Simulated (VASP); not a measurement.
BaTiO3:

```xyz
5
Lattice="3.9861 0.0000 0.0000 0.0000 3.9861 0.0000 0.0000 0.0000 4.1980" Properties=species:S:1:pos:R:3 pbc="T T T"
Ba    0.0000    0.0000   -0.0438
Ti    1.9931    1.9931    1.9826
O     1.9931    1.9931    0.1701
O     1.9931    0.0000    2.1844
O     0.0000    1.9931    2.1844
```

| Quantity | Value |
| --- | --- |
| Program | VASP 6.6.1 |
| Task | relaxation of cell and atoms |
| Functional | LDA |
| Potentials or basis | VASP PAW LDA potentials, release 64 (Ba_sv, Ti_sv, O) |
| Cutoff | 600 eV |
| k mesh | 6 × 6 × 6 |
| Occupations | fermi-dirac, width 0.02 eV |
| Spin | no spin polarisation |

At the start: pressure -8.7 GPa; volume 13.34 Å³/atom.

Q: How do energy, volume and symmetry change on relaxing?

A: Over 17 steps the energy falls by 26.9 meV/atom and the volume is 12.39 Å³/atom (-7.1 %); space group P4mm (No. 99, to 0.1 Å) before and after.

The path:
| step | energy change (eV) | largest force (eV/Å) | pressure (GPa) | volume (Å³) |
| --- | --- | --- | --- | --- |
| 1 | 0.0000 | 0.1575 | -8.69 | 66.70 |
| 2 | 0.0236 | 1.5868 | 11.47 | 59.96 |
| 3 | -0.0957 | 0.6095 | -0.25 | 63.39 |
| 4 | -0.1089 | 0.1466 | 0.03 | 62.79 |
| 5 | -0.1090 | 0.1424 | 0.05 | 62.82 |
| 6 | -0.1189 | 0.1386 | -0.06 | 62.63 |
| 7 | -0.1304 | 0.1291 | 0.11 | 62.12 |
| 8 | -0.1334 | 0.0657 | -0.24 | 62.12 |
| 9 | -0.1340 | 0.0515 | -0.51 | 62.12 |
| 10 | -0.1327 | 0.0661 | 1.17 | 61.56 |
| 11 | -0.1343 | 0.0198 | 0.02 | 61.94 |
| 12 | -0.1344 | 0.0108 | 0.02 | 61.96 |
| 13 | -0.1344 | 0.0105 | -0.03 | 61.99 |
| 14 | -0.1344 | 0.0144 | 0.02 | 61.98 |
| 15 | -0.1344 | 0.0125 | -0.01 | 61.98 |
| 16 | -0.1344 | 0.0054 | 0.02 | 61.97 |
| 17 | -0.1344 | 0.0023 | 0.03 | 61.96 |

Final structure:
```cif
data_structure
_symmetry_space_group_name_H-M 'P 1'
_symmetry_Int_Tables_number 1
_cell_length_a 3.9409
_cell_length_b 3.9409
_cell_length_c 3.9899
_cell_angle_alpha 90.000
_cell_angle_beta 90.000
_cell_angle_gamma 90.000
_cell_volume 61.96
loop_
_atom_site_label
_atom_site_type_symbol
_atom_site_fract_x
_atom_site_fract_y
_atom_site_fract_z
_atom_site_occupancy
Ba1 Ba 0.00000 0.00000 0.00194 1
Ti1 Ti 0.50000 0.50000 0.48904 1
O1 O 0.50000 0.50000 0.02225 1
O2 O 0.50000 0.00000 0.51489 1
O3 O 0.00000 0.50000 0.51489 1
```
